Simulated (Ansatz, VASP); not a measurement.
## Two plane-wave programs on LaMnIn

```xyz
3
Lattice="4.5933 0.0000 0.0000 -2.2967 3.9779 0.0000 0.0000 0.0000 4.0966" Properties=species:S:1:pos:R:3 pbc="T T T"
La    0.0000    0.0000    0.0000
In    0.0000    2.6520    2.0483
Mn    2.2967    1.3260    2.0483
```

Alike in both runs: task single point; functional RPBE; k mesh 7 × 7 × 7; occupations gaussian, width 0.05 eV; collinear spin.

```csv
,VASP,Ansatz
version,VASP 6.6.1,Ansatz 0.2.0
potentials or method,"VASP PAW PBE potentials, release 64 (La, In_d, Mn_pv)",Ansatz PAW
plane-wave cutoff (eV),520,420
valence electrons in the cell,37,39
```

|  | VASP | Ansatz | Ansatz less VASP |
| --- | --- | --- | --- |
| gap on the k mesh at the Fermi level (eV) | none | none | - |
| pressure (GPa) | 7.3 | 7.4 | +0.06 |
| traceless stress, the component that is largest in VASP (GPa) | -3.25 | -3.22 | +0.023 |
| net moment per atom (μB) | 1.04 | 1.04 | 0.000 |
| size of the moment on the site where the two differ most (μB) | 0.10 | 0.05 | -0.052 |

VASP's potentials were made for PBE, not for RPBE. Site moments also hang on the region over which each program counts them. A gap of «none» marks a metal or a gap that the smearing closes. The functional is the same, so the differences come from potentials, cutoffs and numerics. VASP's potentials hold 37 valence electrons a cell and Ansatz's 39, so a difference there can come from the potentials and not from the codes.

Neither program's run includes spin-orbit coupling.
